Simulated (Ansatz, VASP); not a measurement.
# WC: VASP beside Ansatz

```
CELL_PARAMETERS angstrom
2.92177 0.00000 0.00000
-1.46089 3.80899 0.00000
0.00000 0.00000 24.77185
ATOMIC_POSITIONS crystal
W 0.71840 0.43666 0.30655
W 0.44179 0.88368 0.37924
W 0.16150 0.32282 0.45556
W 0.88115 0.76223 0.53174
W 0.60282 0.20573 0.60873
W 0.31819 0.63656 0.68365
C 0.00800 0.01596 0.31521
C 0.72761 0.45506 0.39107
C 0.44851 0.89690 0.46810
C 0.16954 0.33899 0.54464
C 0.88682 0.77362 0.62054
C 0.62361 0.24770 0.69497
```

Alike in both runs: task single point; functional PBE; k mesh 13 × 9 × 1; occupations gaussian, width 0.1 eV; no spin polarisation.

|  | VASP | Ansatz |
| --- | --- | --- |
| version | VASP 6.6.1 | Ansatz 0.2.0 |
| potentials or method | VASP PAW PBE potentials, release 64 (W_sv, C), cutoff 520 eV | scalar-relativistic, plane waves, PAW |
| valence electrons in the cell | 108 | 108 |

Ansatz gave:

* gap on the k mesh at the Fermi level (eV): none
* rms of the force components (eV/Å): 0.001

Q: Which values does VASP return?

A: gap on the k mesh at the Fermi level (eV): none; rms of the force components (eV/Å): 0.016.

A gap of «none» marks a metal or a gap that the smearing closes. The functional is the same, so the differences come from potentials, cutoffs and numerics. Ansatz's warnings: xc potential rough in thin density.

Spin-orbit coupling is off throughout.
